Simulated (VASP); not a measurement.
# CdS in VASP: a series of runs, part 2 of 2

VASP 6.6.1.

## (4) Single point, PBE (epitaxial 111 strain +2.3%)

Contents of INCAR:

```
  PREC = Accurate
  ENCUT = 520
  EDIFF = 1E-7
  ISMEAR = -1
  SIGMA = 0.02
  LREAL = F
  LASPH = T
  NELM = 80
  ALGO = Normal
  ISIF = 2
  LWAVE = F
  LCHARG = F
  GGA = PE
  NBANDS = 16
```

Contents of KPOINTS:

```
regular mesh
0
Gamma
  8 8 8
```

Contents of POSCAR:

```
CdS
1.0
   -0.0872730497      2.9207194175      2.9207194175
    2.9207194175     -0.0872730497      2.9207194175
    2.9207194175      2.9207194175     -0.0872730497
Cd S
1 1
Direct
   -0.0032325316     -0.0032325316     -0.0032325316
    0.2532325316      0.2532325316      0.2532325316
```

Potentials or basis: VASP PAW PBE potentials, release 64 (Cd, S).

Run with:

```console
> cat potpaw_PBE.64/Cd/POTCAR potpaw_PBE.64/S/POTCAR > POTCAR
> mpirun -np 1 vasp_std > vasp.out
```

OUTCAR:

```text
PREC = Accurate
   ENCUT = 520
   EDIFF = 1E-7
   ISMEAR = -1
   LREAL = F
   LASPH = T
   NELM = 80
   ISIF = 2
   GGA = PE

 ion  position               nearest neighbor table
   1  0.997  0.997  0.997-   2 2.56   2 2.57   2 2.57   2 2.57
   2  0.253  0.253  0.253-   1 2.56   1 2.57   1 2.57   1 2.57

  LATTYP: Found a trigonal (rhomboedric) cell.
 ALAT       =     4.1314428977
 COS(alpha) =     0.4699095508

  Lattice vectors:

 A1 = (  -0.0872730497,   2.9207194175,   2.9207194175)
 A2 = (   2.9207194175,  -0.0872730497,   2.9207194175)
 A3 = (   2.9207194175,   2.9207194175,  -0.0872730497)

Analysis of symmetry for initial positions (statically):
=====================================================================
 Subroutine PRICEL returns:
 Original cell was already a primitive cell.

 Routine SETGRP: Setting up the symmetry group for a
 trigonal (rhombohedral) supercell.

 Subroutine GETGRP returns: Found  6 space group operations
 (whereof  6 operations were pure point group operations)
 out of a pool of 12 trial point group operations.

The static configuration has the point symmetry C_3v.

Analysis of symmetry for dynamics (positions and initial velocities):
=====================================================================
 Subroutine PRICEL returns:
 Original cell was already a primitive cell.

 Routine SETGRP: Setting up the symmetry group for a
 trigonal (rhombohedral) supercell.

 Subroutine GETGRP returns: Found  6 space group operations
 (whereof  6 operations were pure point group operations)
 out of a pool of 12 trial point group operations.

The dynamic configuration has the point symmetry C_3v.

 Subroutine INISYM returns: Found  6 space group operations
 (whereof  6 operations are pure point group operations),
 and found     1 'primitive' translations

----------------------------------------------------------------------------------------

                                     Primitive cell

  volume of cell :      52.0638

  direct lattice vectors                    reciprocal lattice vectors
    -0.087273050  2.920719417  2.920719417    -0.163702715  0.168744926  0.168744926
     2.920719417 -0.087273050  2.920719417     0.168744926 -0.163702715  0.168744926
     2.920719417  2.920719417 -0.087273050     0.168744926  0.168744926 -0.163702715

  length of vectors
     4.131442898  4.131442898  4.131442898     0.289392949  0.289392949  0.289392949

  position of ions in fractional coordinates (direct lattice)
     0.996767468  0.996767468  0.996767468
     0.253232532  0.253232532  0.253232532

  ion indices of the primitive-cell ions
   primitive index   ion index
                 1           1
                 2           2

----------------------------------------------------------------------------------------

 KPOINTS: regular mesh

Automatic generation of k-mesh.
 Grid dimensions read from file:
 generate k-points for:    8    8    8

 Generating k-lattice:

  Cartesian coordinates                     Fractional coordinates (reciprocal lattice)
    -0.020462839  0.021093116  0.021093116     0.125000000  0.000000000  0.000000000
     0.021093116 -0.020462839  0.021093116     0.000000000  0.125000000  0.000000000
     0.021093116  0.021093116 -0.020462839     0.000000000  0.000000000  0.125000000

  Length of vectors
     0.036174119  0.036174119  0.036174119

  Shift w.r.t. Gamma in fractional coordinates (k-lattice)
     0.000000000  0.000000000  0.000000000

 Subroutine IBZKPT returns following result:
 ===========================================

 Found     65 irreducible k-points:

 Following reciprocal coordinates:
            Coordinates               Weight
  0.000000  0.000000  0.000000      1.000000
  0.125000  0.000000  0.000000      6.000000
  0.250000  0.000000  0.000000      6.000000
  0.375000  0.000000  0.000000      6.000000
  0.500000  0.000000  0.000000      3.000000
  0.125000  0.125000 -0.000000      6.000000
[... 16 lines left out ...]
  0.250000  0.125000  0.125000      6.000000
  0.375000  0.125000  0.125000      6.000000
 [... further k-points ...]
   k-points           NKPTS =     65   k-points in BZ     NKDIM =     65   number of bands    NBANDS=     16
   number of dos      NEDOS =    301   number of ions     NIONS =      2
   total plane-waves  NPLWV =  32768
   dimension x,y,z NGX =    32 NGY =   32 NGZ =   32
   dimension x,y,z NGXF=    64 NGYF=   64 NGZF=   64
   ions per type =               1   1
   NGX,Y,Z   is equivalent  to a cutoff of  12.88, 12.88, 12.88 a.u.
   NGXF,Y,Z  is equivalent  to a cutoff of  25.75, 25.75, 25.75 a.u.
 SYSTEM =  unknown system
   PREC   = accura    normal or accurate (medium, high low for compatibility)
   ISTART =      0    job   : 0-new  1-cont  2-samecut
   ICHARG =      2    charge: 1-file 2-atom 10-const
   ISPIN  =      1    spin polarized calculation?
   LNONCOLLINEAR =      F non collinear calculations
   LSORBIT =      F    spin-orbit coupling
   LASPH  =      T    aspherical Exc in radial PAW
   ENCUT  =  520.0 eV  38.22 Ry    6.18 a.u.   7.68  7.68  7.68*2*pi/ulx,y,z
   NELM   =     80;   NELMIN=  2; NELMDL= -5     # of ELM steps
   EDIFF  = 0.1E-06   stopping-criterion for ELM
   LREAL  =      F    real-space projection
   EDIFFG = 0.1E-05   stopping-criterion for IOM
   NSW    =      0    number of steps for IOM
   IBRION =     -1    ionic relax: 0-MD 1-quasi-New 2-CG
   NFREE  =      0    steps in history (QN), initial steepest desc. (CG)
   ISIF   =      2    stress and relaxation
   ISYM   =      2    0-nonsym 1-usesym 2-fastsym
   POTIM  = 0.5000    time-step for ionic-motion
   TEBEG  =    0.0;   TEEND  =   0.0 temperature during run
   PSTRESS=    0.0 pullay stress
   NELECT =      18.0000    total number of electrons
   NUPDOWN=      -1.0000    fix difference up-down
   EMIN   =  10.00;   EMAX   =-10.00  energy-range for DOS
   EFERMI =   0.00;   METHOD = LEGACY
   ISMEAR =    -1;   SIGMA  =   0.02  broadening in eV -4-tet -1-fermi 0-gaus
   EFERMI_NEDOS =   21; number of points for ismear=-14 and -15
   IALGO  =     38    algorithm
   IMIX   =      4    mixing-type and parameters
     AMIX     =   0.40;   BMIX     =  1.00
     AMIX_MAG =   1.60;   BMIX_MAG =  1.00
  volume/ion in A,a.u.               =      26.03       175.67
  Fermi-wavevector in a.u.,A,eV,Ry     =   1.149001  2.171297 17.962454  1.320203
  Thomas-Fermi vector in A             =   2.285673
   LORBIT       =      0    0 simple, 1 ext, 2 COOP (PROOUT), +10 PAW based schemes
   GGA     = PE    functional components
[... 5 lines left out ...]
 non-spin polarized calculation
  energy-cutoff  :      520.00
  volume of cell :       52.06
 maximum number of plane-waves:      1417
   NGX = 15   NGY = 15   NGZ = 15

 number of electron      17.9999999 magnetization

 Free energy of the ion-electron system (eV)
  ---------------------------------------------------
  ext. energy  EPLUGINS =         0.00000000
  ---------------------------------------------------
  free energy    TOTEN  =        -6.13659230 eV

  energy without entropy =       -6.13659230  energy(sigma->0) =       -6.13659230

 E-fermi :   1.4425     XC(G=0):  -8.9290

 val. band max:        1.0023916287   @ k =   0.0000   0.0000   0.0000
 cond. band min:       1.9374136833   @ k =   0.0000   0.0000   0.0000
 fundamental gap:      0.9350220546
 Fermi energy:         1.4425334579

 k-point     1 :       0.0000    0.0000    0.0000
  band No.  band energies     occupation
      1     -11.1659      2.00000
      2      -6.6586      2.00000
      3      -6.6586      2.00000
      4      -6.6364      2.00000
      5      -6.2385      2.00000
      6      -6.2385      2.00000
[... 8 lines left out ...]
     15      12.3195      0.00000
     16      12.3195      0.00000

 k-point     2 :       0.1250    0.0000    0.0000
  band No.  band energies     occupation
      1     -11.1112      2.00000
      2      -6.6387      2.00000
      3      -6.6266      2.00000
      4      -6.5992      2.00000
      5      -6.2404      2.00000
      6      -6.2379      2.00000
[... 8 lines left out ...]
     15      11.8321      0.00000
     16      12.7441      0.00000
[... 387 lines left out ...]
      5      -6.2538      2.00000
      6      -6.2223      2.00000
[... 8 lines left out ...]
     15      11.7635      0.00000
     16      13.5837      0.00000

 k-point    24 :       0.3750    0.1250    0.1250
  band No.  band energies     occupation
      1     -10.8900      2.00000
      2      -6.5658      2.00000
      3      -6.5500      2.00000
      4      -6.3193      2.00000
      5      -6.2558      2.00000
      6      -6.1737      2.00000
[... 8 lines left out ...]
     15      12.5872      0.00000
     16      13.3203      0.00000

 [... further k-points ...]

------------------------ aborting loop because EDIFF is reached ----------------------------------------

  FORCE on cell =-STRESS in cart. coord.  units (eV):
  Direction    XX          YY          ZZ          XY          YZ          ZX
  --------------------------------------------------------------------------------------
  -------------------------------------------------------------------------------------
  Total        0.0667945      0.0667945      0.0667945      0.2364123      0.2364123      0.2364123
  in kB        2.0554900      2.0554900      2.0554900      7.2751979      7.2751979      7.2751979
  external PRESSURE =       2.0554900 kB  Pullay stress =       0.0000000 kB

 VOLUME and BASIS-vectors are now :
 -----------------------------------------------------------------------------
  energy-cutoff  :      520.00
  volume of cell :       52.06
      direct lattice vectors                 reciprocal lattice vectors
    -0.087273050  2.920719417  2.920719417    -0.163702715  0.168744926  0.168744926
     2.920719417 -0.087273050  2.920719417     0.168744926 -0.163702715  0.168744926
     2.920719417  2.920719417 -0.087273050     0.168744926  0.168744926 -0.163702715

 POSITION                                       TOTAL-FORCE (eV/Angst)
 -----------------------------------------------------------------------------------
      5.73557      5.73557      5.73557        -0.000722     -0.000722     -0.000722
      1.45714      1.45714      1.45714         0.000722      0.000722      0.000722
 -----------------------------------------------------------------------------------
    total drift:                               -0.000092     -0.000092     -0.000092

  FREE ENERGIE OF THE ION-ELECTRON SYSTEM (eV)
  ---------------------------------------------------
  free  energy   TOTEN  =        -6.1365923041 eV

  energy  without entropy=       -6.1365923041  energy(sigma->0) =       -6.13659230
```

stdout:

```text
POSCAR found type information on POSCAR CdS
 POSCAR found :  2 types and       2 ions
 scaLAPACK will be used
 LDA part: xc-table for (Slater+PW92), standard interpolation
 POSCAR, INCAR and KPOINTS ok, starting setup
 FFT: planning ... GRIDC
 FFT: planning ... GRID_SOFT
 FFT: planning ... GRID
 WAVECAR not read
 entering main loop
```

Run time: 52 s. Hardware: 1 thread of Intel Xeon 8259CL, shared host; peak memory 0.21 GiB.

What came out:

| Property | Result |
| --- | --- |
| Free energy | -6.1366 eV |
| Pressure | 0.2 GPa |
| Band gap on the k mesh | 0.94 eV |

Stress tensor (GPa, compression positive):
```
0.21 0.73 0.73
0.73 0.21 0.73
0.73 0.73 0.21
```

Caveat: the cell differs from its parent crystal (epitaxial 111 strain +2.3%).

## (5) Single point, PBE (shear xy strain -3.2%)

Contents of INCAR:

```
SYSTEM = CdS
ALGO = Normal ; EDIFF = 1E-7
ENCUT = 520 ; GGA = PE
ISIF = 2 ; ISMEAR = -1
LASPH = .TRUE. ; LCHARG = .FALSE.
LREAL = .FALSE. ; LWAVE = .FALSE.
NBANDS = 16 ; NELM = 60
PREC = Accurate ; SIGMA = 0.02
```

Contents of KPOINTS:

```
k-points
0
G
  8 8 8
  0 0 0
```

Contents of POSCAR:

```
CdS
1.0
   -0.0464395945      2.9392148400      2.9392148400
    2.9392148400     -0.0464395945      2.9392148400
    2.8927752455      2.8927752455      0.0000000000
Cd S
1 1
Direct
   -0.0034956189     -0.0034956189      0.0034956189
    0.2534956189      0.2534956189      0.2465043811
```

Run with:

```console
> cat potpaw_PBE.64/Cd/POTCAR potpaw_PBE.64/S/POTCAR > POTCAR
> mpirun -np 1 vasp_std > vasp.out
```

Wall time 96 s (1 thread of Intel Xeon 8259CL, shared host); peak memory 0.23 GiB.

Results (log left out):

* Free energy: -6.1352 eV
* Pressure: 1.7 GPa
* Band gap on the k mesh: 1.03 eV

Forces in eV/Å, atoms in the order of the input:
```
Cd   0.000  0.000 -0.002
S    0.000  0.000  0.002
```

Stress tensor (GPa, compression positive):
```
1.70 0.79 0.00
0.79 1.70 0.00
0.00 0.00 1.69
```

Levels at points of the mesh, in eV from the valence-band top:
```
           k point  band 5  band 6  band 7  band 8  band 9  band 10  band 11  band 12  band 13  band 14
(0.00, 0.00, 0.00)   -7.26   -7.26   -0.12   -0.07    0.00     1.03     6.31     6.50     6.69    11.25
(0.50, 0.00, 0.00)   -7.22   -6.92   -4.36   -0.80   -0.69     3.01     7.02     7.05     7.30    11.01
(0.50, 0.50, 0.00)   -7.18   -6.84   -3.91   -1.99   -1.73     3.45     4.34     9.08    10.55    10.62
(0.00, 0.00, 0.50)   -7.22   -6.88   -4.28   -0.86   -0.76     2.82     6.86     6.86     7.41    10.91
(0.50, 0.00, 0.50)   -7.18   -6.84   -3.91   -1.86   -1.86     3.53     4.26     9.04    10.56    10.62
```

Caveat: the cell differs from its parent crystal (shear xy strain -3.2%).

## (6) Single point, r2SCAN (epitaxial 111 strain +2.3%)

Contents of POSCAR:

```
CdS
1.0
   -0.0872730497      2.9207194175      2.9207194175
    2.9207194175     -0.0872730497      2.9207194175
    2.9207194175      2.9207194175     -0.0872730497
Cd S
1 1
Direct
   -0.0032325316     -0.0032325316     -0.0032325316
    0.2532325316      0.2532325316      0.2532325316
```

Contents of INCAR.step1:

```
SYSTEM = CdS
PREC     = Accurate       ! precision mode
ENCUT    = 520            ! plane-wave cutoff, eV
ISMEAR   = 0              ! smearing method
SIGMA    = 0.01           ! smearing width, eV
LREAL    = .FALSE.        ! projectors in reciprocal space
LASPH    = .TRUE.         ! aspherical terms in the spheres
NELM     = 60             ! most SCF steps
NBANDS   = 16             ! bands
GGA      = PE             ! functional
ALGO     = Normal         ! electronic algorithm
EDIFF    = 1E-4           ! SCF threshold, eV
LWAVE    = .TRUE.         ! write WAVECAR
LCHARG   = .FALSE.        ! write CHGCAR
```

Contents of INCAR.step2:

```
SYSTEM = CdS
PREC     = Accurate       ! precision mode
ENCUT    = 520            ! plane-wave cutoff, eV
EDIFF    = 1E-6           ! SCF threshold, eV
ISMEAR   = 0              ! smearing method
SIGMA    = 0.01           ! smearing width, eV
LREAL    = .FALSE.        ! projectors in reciprocal space
LASPH    = .TRUE.         ! aspherical terms in the spheres
NELM     = 60             ! most SCF steps
ALGO     = Normal         ! electronic algorithm
ISIF     = 2              ! what is computed and relaxed
LWAVE    = .FALSE.        ! write WAVECAR
LCHARG   = .TRUE.         ! write CHGCAR
METAGGA  = R2SCAN         ! meta-GGA
LMIXTAU  = .TRUE.       
LELF     = .TRUE.         ! ELF
LVHAR    = .TRUE.       
NBANDS   = 16             ! bands
ISTART   = 1
```

Contents of KPOINTS:

```
regular mesh
0
G
  8 8 8
  0 0 0
```

Potentials or basis: VASP PAW PBE potentials, release 64 (Cd, S).

Run with:

```console
> cat potpaw_PBE.64/Cd/POTCAR potpaw_PBE.64/S/POTCAR > POTCAR
> cp INCAR.step1 INCAR
> mpirun -np 1 vasp_std > vasp.out
> cp INCAR.step2 INCAR
> mpirun -np 1 vasp_std > vasp.out
```

Run time: 3.1 min. Hardware: 1 thread of Intel Xeon 8259CL, shared host; peak memory 0.22 GiB.

The run converged. Its results:

- Free energy: -29.6715 eV
- Pressure: -1.2 GPa
- Band gap on the k mesh: 1.36 eV

Forces in eV/Å, atoms in the order of the input:
```
Cd  -0.002 -0.002 -0.002
S    0.002  0.002  0.002
```

Stress tensor (GPa, compression positive):
```
-1.23  0.76  0.76
 0.76 -1.23  0.76
 0.76  0.76 -1.23
```

Levels at points of the mesh, in eV from the valence-band top:
```
           k point  band 6  band 7  band 8  band 9  band 10  band 11  band 12  band 13
(0.00, 0.00, 0.00)   -7.46   -0.15   -0.15    0.00     1.36     6.82     6.82     7.39
(0.50, 0.00, 0.00)   -7.13   -4.29   -0.84   -0.67     3.38     7.39     7.46     7.69
(0.50, 0.50, 0.00)   -7.05   -3.85   -1.96   -1.72     3.74     4.67     9.41    11.08
(0.50, 0.50, 0.50)   -7.06   -4.15   -0.89   -0.89     3.03     7.12     7.12     7.79
```

Caveat: the cell differs from its parent crystal (epitaxial 111 strain +2.3%); the PAW data sets were made with another functional, which shifts forces and pressure a little.

## (7) Single point, r2SCAN (shear xy strain -3.2%)

Contents of POSCAR:

```
CdS
1.0
   -0.0464395945      2.9392148400      2.9392148400
    2.9392148400     -0.0464395945      2.9392148400
    2.8927752455      2.8927752455      0.0000000000
Cd S
1 1
Direct
   -0.0034956189     -0.0034956189      0.0034956189
    0.2534956189      0.2534956189      0.2465043811
```

Contents of INCAR.step1:

```
SYSTEM = CdS
  ALGO = Normal
  EDIFF = 1E-4
  ENCUT = 520
  GGA = PE
  ISMEAR = 0
  LASPH = .True.
  LCHARG = .False.
  LREAL = .False.
  LWAVE = .True.
  NBANDS = 16
  NELM = 80
  PREC = Accurate
  SIGMA = 0.01
```

Contents of INCAR.step2:

```
SYSTEM = CdS
  ALGO = Normal
  EDIFF = 1E-6
  ENCUT = 520
  ISIF = 2
  ISMEAR = 0
  ISTART = 1
  LASPH = .True.
  LCHARG = .False.
  LMIXTAU = .True.
  LREAL = .False.
  LWAVE = .False.
  METAGGA = R2SCAN
  NBANDS = 16
  NELM = 80
  PREC = Accurate
  SIGMA = 0.01
```

Contents of KPOINTS:

```
k-points
0
Gamma
  8 8 8
  0 0 0
```

Run with:

```console
> cat potpaw_PBE.64/Cd/POTCAR potpaw_PBE.64/S/POTCAR > POTCAR
> cp INCAR.step1 INCAR
> mpirun -np 1 vasp_std > vasp.out
> cp INCAR.step2 INCAR
> mpirun -np 1 vasp_std > vasp.out
```

It took 4.7 min on 1 thread of Intel Xeon 8259CL, shared host; peak memory 0.23 GiB.

It converged, with:

| Quantity | Value |
| --- | --- |
| Free energy | -29.6818 eV |
| Pressure | 0.3 GPa |
| Largest force | 0.003 eV/Å |
| Band gap on the k mesh | 1.47 eV |

Forces in eV/Å, atoms in the order of the input:
```
Cd   0.000  0.000 -0.003
S    0.000  0.000  0.003
```

Stress tensor (GPa, compression positive):
```
0.28 0.83 0.00
0.83 0.28 0.00
0.00 0.00 0.27
```

Levels at points of the mesh, in eV from the valence-band top:
```tsv
k point	band 6	band 7	band 8	band 9	band 10	band 11	band 12	band 13
(0.00, 0.00, 0.00)	-7.47	-0.12	-0.07	0.00	1.47	6.83	7.03	7.22
(0.50, 0.00, 0.00)	-7.13	-4.42	-0.81	-0.70	3.48	7.48	7.53	7.72
(0.50, 0.50, 0.00)	-7.04	-3.94	-2.03	-1.77	3.74	4.75	9.63	11.31
(0.00, 0.00, 0.50)	-7.08	-4.34	-0.88	-0.78	3.27	7.32	7.32	7.82
(0.50, 0.00, 0.50)	-7.04	-3.93	-1.90	-1.90	3.81	4.67	9.58	11.32
```

Caveat: the cell differs from its parent crystal (shear xy strain -3.2%); the PAW data sets were made with another functional, which shifts forces and pressure a little.

## (8) Overview

```csv
level,cell,smearing,gap on the mesh (eV),pressure (GPa)
PBE,"a = 3.911 Å, angles 60.0°, 2 atoms, strain -5.9%",fermi-dirac 0.02 eV,1.48,18.5
r2SCAN,"a = 3.911 Å, angles 60.0°, 2 atoms, strain -5.9%",gaussian 0.01 eV,1.94,17.3
PBE,"a = 4.131 Å, angles 62.0°, 2 atoms, epitaxial 111 strain +2.3%",fermi-dirac 0.02 eV,0.94,0.2
PBE,"a = 4.157, b = 4.157, c = 4.091 Å, angles 60.5, 60.5, 61.0°, 2 atoms, shear xy strain -3.2%",fermi-dirac 0.02 eV,1.03,1.7
r2SCAN,"a = 4.131 Å, angles 62.0°, 2 atoms, epitaxial 111 strain +2.3%",gaussian 0.01 eV,1.36,-1.2
r2SCAN,"a = 4.157, b = 4.157, c = 4.091 Å, angles 60.5, 60.5, 61.0°, 2 atoms, shear xy strain -3.2%",gaussian 0.01 eV,1.47,0.3
```

Alike in all rows: task single point; potentials or basis VASP PAW PBE potentials, release 64 (Cd, S); no spin polarisation; k mesh 8 × 8 × 8; cutoff (eV) 520.

Caveats: the PAW data sets were made with another functional, which shifts forces and pressure a little (at least some runs); the cell stands under pressure (at least some runs).

Absolute energies hang on the potentials; compare differences alone.
